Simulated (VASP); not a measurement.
**Mg7O: single point with PBE**

The system is Mg7O.

```
Mg O
1.0
     0.00000    4.32272    4.32272
     4.32272    0.00000    4.32272
     4.32272    4.32272    0.00000
Mg O
7 1
Direct
  0.00000 0.00000 0.50000
  0.50000 0.00000 0.50000
  0.00000 0.50000 0.50000
  0.50000 0.50000 0.00000
  0.00000 0.50000 0.00000
  0.50000 0.00000 0.00000
  0.50000 0.50000 0.50000
  0.00000 0.00000 0.00000
```

```json
{
 "Program": "VASP 6.6.1",
 "Task": "single point",
 "Functional": "PBE",
 "Potentials or basis": "VASP PAW PBE potentials, release 64 (Mg, O)",
 "Cutoff": "520 eV",
 "k mesh": "8 × 8 × 8",
 "Occupations": "gaussian, width 0.1 eV",
 "Spin": "no spin polarisation"
}
```

```yaml
Pressure: -0.2 GPa
Band_gap_on_the_k_mesh: zero (band 10 reaches 3.13 eV, above the bottom of band 11 at 1.84 eV)
```

Levels at points of the mesh, in eV from the Fermi level:
| k point | band 6 | band 7 | band 8 | band 9 | band 10 | band 11 | band 12 | band 13 | band 14 | band 15 |
| --- | --- | --- | --- | --- | --- | --- | --- | --- | --- | --- |
| (0.00, 0.00, 0.00) | -1.93 | -0.96 | -0.96 | -0.96 | -0.91 | -0.91 | -0.91 | 0.08 | 1.50 | 1.50 |
| (0.50, 0.00, 0.00) | -2.25 | -1.91 | -1.91 | -1.59 | -0.22 | 0.29 | 0.29 | 2.39 | 2.39 | 2.80 |
| (0.50, 0.50, 0.00) | -3.41 | -1.65 | -1.19 | -1.19 | -1.00 | 1.79 | 1.79 | 2.36 | 2.74 | 3.42 |

It took 86 s on 1 thread of Intel(R) Xeon(R) 6975P-C (Granite Rapids), on a shared host, peak memory 0.35 GiB.
